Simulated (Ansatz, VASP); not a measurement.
## Au in VASP and in Ansatz

```xyz
2
Lattice="0.0000 3.0378 3.0378 3.0378 0.0000 3.0378 3.0378 3.0378 0.0000" Properties=species:S:1:pos:R:3 pbc="T T T"
Au    0.0000    0.0000    0.0000
Au    1.5189    1.5189    1.5189
```

Alike in both runs: functional r2SCAN; k mesh 16 × 16 × 16; occupations gaussian, width 0.1 eV; no spin polarisation.

Ansatz relaxed the structure, and its values are those at the end. VASP's run is a single point on that final structure, the one shown.

|  | VASP | Ansatz |
| --- | --- | --- |
| version | VASP 6.6.1 | Ansatz 0.2.0 |
| potentials or method | VASP PAW PBE potentials, release 64 (Au), cutoff 520 eV | scalar-relativistic, plane waves, PAW |
| valence electrons in the cell | 22 | 38 |

VASP gave:

```
gap on the k mesh at the Fermi level (eV) : none
pressure (GPa)                            : 0.1
```

Estimate Ansatz's values.

gap on the k mesh at the Fermi level (eV): none; pressure (GPa): 0.0.

VASP's potentials were made for PBE, not for r2SCAN. A gap of «none» marks a metal or a gap that the smearing closes. VASP's potentials hold 22 valence electrons a cell and Ansatz's 38, so a difference there can come from the potentials and not from the codes.

Spin-orbit coupling is off throughout.
